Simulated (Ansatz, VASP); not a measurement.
One calculation of Cu, two programs

```
CELL_PARAMETERS angstrom
2.45856 0.00000 0.00000
-1.22928 2.12917 0.00000
0.00000 0.00000 22.97962
ATOMIC_POSITIONS crystal
Cu 0.00000 0.00000 0.30462
Cu 0.66667 0.33333 0.39318
Cu 0.33333 0.66667 0.48200
Cu 0.00000 0.00000 0.57005
```

Alike in both runs: task single point; functional PBEsol; dispersion D3(BJ); k mesh 24 × 24 × 1; occupations methfessel-paxton of order 1, width 0.1 eV; no spin polarisation.

```csv
,VASP,Ansatz
version,VASP 6.6.1,Ansatz 0.2.0
potentials or method,"VASP PAW PBE potentials, release 64 (Cu), cutoff 520 eV","scalar-relativistic, plane waves, PAW"
valence electrons in the cell,44,76
```

Ansatz gave:

| Property | Result |
| --- | --- |
| gap on the k mesh at the Fermi level (eV) | none |
| rms of the force components (eV/Å) | 0.057 |

**Question.** Which values does VASP return?

**Answer.** gap on the k mesh at the Fermi level (eV): none; rms of the force components (eV/Å): 0.064.

VASP's potentials were made for PBE, not for PBEsol. Atom by atom the forces differ by 0.010 eV/Å (rms over components). A gap of «none» marks a metal or a gap that the smearing closes. VASP's potentials hold 44 valence electrons a cell and Ansatz's 76, so a difference there can come from the potentials and not from the codes. Ansatz's warnings: xc potential rough in thin density.
